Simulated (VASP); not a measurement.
Write the native input for VASP 6.6.1 that does the following.

```yaml
Task: single point
Functional: PBE
Potentials_or_basis: VASP PAW PBE potentials, release 64 (Al, In_d, Sb)
Cutoff: 520 eV
k_mesh: 4 × 4 × 1
Occupations: gaussian, width 0.1 eV
Spin: no spin polarisation
Dipole_correction: no
Further_INCAR_settings: ALGO = Normal; EDIFF = 1e-06; NBANDS = 41
```

The structure of Al5InSb6 lies in POSCAR:

```
Al5InSb6
1.0
    4.4735518215      0.0004394879     -0.0011488478
    0.0004442061      4.4746204458     -0.0003958385
   -0.0066054504     -0.0035899553     18.6695104636
Al In Sb
5 1 6
Direct
    0.0001970106     -0.0001182619      0.8264318970
    0.5001194708      0.4999775939      0.6631558945
    0.0000844140     -0.0001886184      0.5000161343
    0.5000489883      0.5000512826      0.3368701797
    0.0002956400     -0.0003775230      0.1736156890
    0.5001330751      0.5002904617      0.0000043404
    0.4999242941      0.0001161973      0.7447068511
   -0.0001433194      0.4999935276      0.5815239459
    0.4998215881      0.0001583511      0.4184421098
   -0.0002664093      0.4997806108      0.2552590821
    0.4999187037      0.0002928450      0.0930741038
   -0.0001334560      0.5000235333      0.9068997725
```

One way to write it, as run:

INCAR

```
ALGO     = Normal         # electronic algorithm
EDIFF    = 1E-6           # SCF threshold, eV
ENCUT    = 520            # plane-wave cutoff, eV
GGA      = PE             # functional
ISIF     = 2              # what is computed and relaxed
ISMEAR   = 0              # smearing method
LASPH    = T              # aspherical terms in the spheres
LCHARG   = F              # write CHGCAR
LREAL    = F              # projectors in reciprocal space
LWAVE    = F              # write WAVECAR
NBANDS   = 41             # bands
NELM     = 80             # most SCF steps
PREC     = Accurate       # precision mode
SIGMA    = 0.1            # smearing width, eV
```

KPOINTS

```
k-points
0
Gamma
  4 4 1
```

Potentials or basis: VASP PAW PBE potentials, release 64 (Al, In_d, Sb).

Run with:

```sh
$ cat potpaw_PBE.64/Al/POTCAR potpaw_PBE.64/In_d/POTCAR potpaw_PBE.64/Sb/POTCAR > POTCAR
$ mpirun -np 1 vasp_std > vasp.out
```

Results of the run:

```
Pressure               : 0.1 GPa
Largest force          : 0.021 eV/Å
Band gap on the k mesh : 0.90 eV
```

Caveat: spin-orbit coupling is left out, which moves the levels of the heavy elements; an odd mesh through Γ misses points on the zone boundary, where band edges can lie.

Wall time 5.1 min on 1 thread of Intel Xeon 8259CL, on a shared host, peak memory 0.52 GiB.
